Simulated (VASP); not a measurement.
C:

```
C
1.0
     0.00000    1.77435    1.77435
     1.77435    0.00000    1.77435
     1.77435    1.77435    0.00000
C
2
Direct
  0.50000 0.50000 0.50000
  0.75000 0.75000 0.75000
```

Base run:

* Program: VASP 6.6.1
* Functional: PBEsol
* Potentials or basis: VASP PAW PBE potentials, release 64 (C)
* Cutoff: 520 eV
* k mesh: 10 × 10 × 10
* Occupations: gaussian, width 0.01 eV
* Spin: no spin polarisation

Its results: band gap on the k mesh 4.07 eV, indirect (least direct gap 5.58 eV); pressure 3.1 GPa.

Task: The run is repeated on the same cell with these changes: potentials or basis from VASP PAW PBE potentials, release 64 (C) to VASP PAW PBE potentials, release 64 (C_h); cutoff from 520 eV to 910 eV. What comes out?

Result: Band gap on the k mesh 4.07 eV, indirect (least direct gap 5.59 eV); pressure 2.0 GPa.

Caveats: the PAW data sets were made with another functional, which shifts forces and pressure a little; the cutoff is under 1.25 times the usual one of these potentials, so pressure, stress and relaxed cells hold a basis-set (Pulay) error (some runs).

A k mesh can miss the band edges.
